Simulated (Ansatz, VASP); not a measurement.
**HgTe: VASP and Ansatz over several settings**

```
CELL_PARAMETERS angstrom
3.01234 -3.48989 0.00000
3.01234 3.48989 0.00000
0.00000 0.00000 5.83656
ATOMIC_POSITIONS crystal
Hg 0.65695 0.34305 0.25000
Hg 0.34305 0.65695 0.75000
Te 0.21519 0.78481 0.25000
Te 0.78481 0.21519 0.75000
```

Single points on this cell with VASP 6.6.1 and Ansatz 0.2.0. Each row is one pair of runs. Alike in all rows: spin: off; k mesh: 6 × 6 × 5; smearing: fermi-dirac, width 0.05 eV.

| level | VASP's potentials, cutoff | Ansatz's potentials, cutoff | gap on the k mesh at the Fermi level (eV), VASP | gap on the k mesh at the Fermi level (eV), Ansatz | pressure (GPa), VASP | pressure (GPa), Ansatz | rms of the force components (eV/Å), VASP | rms of the force components (eV/Å), Ansatz |
| --- | --- | --- | --- | --- | --- | --- | --- | --- |
| PBE | VASP PAW PBE potentials, release 64 (Hg, Te), 520 eV | Ansatz PAW, 420 eV | none | ? | -1.0 | ? | 0.057 | ? |
| PBEsol | VASP PAW PBE potentials, release 64 (Hg, Te), 520 eV | Ansatz PAW, 420 eV | none | none | -4.0 | -4.1 | 0.097 | 0.102 |
| LDA | VASP PAW LDA potentials, release 64 (Hg, Te), 520 eV | Ansatz PAW, 420 eV | none | none | -5.4 | -5.6 | 0.125 | 0.132 |
| r2SCAN | VASP PAW PBE potentials, release 64 (Hg, Te), 520 eV | Ansatz PAW, 500 eV | none | none | -2.1 | -2.2 | 0.092 | 0.097 |

Fill in what Ansatz gave in row 1.

gap on the k mesh at the Fermi level (eV): none; pressure (GPa): -1.0; rms of the force components (eV/Å): 0.061.

VASP's potentials hold 36 valence electrons a cell and Ansatz's 72, so a difference there can come from the potentials and not from the codes.

A gap of «none» marks a metal or a gap that the smearing closes.

Spin-orbit coupling is off throughout.
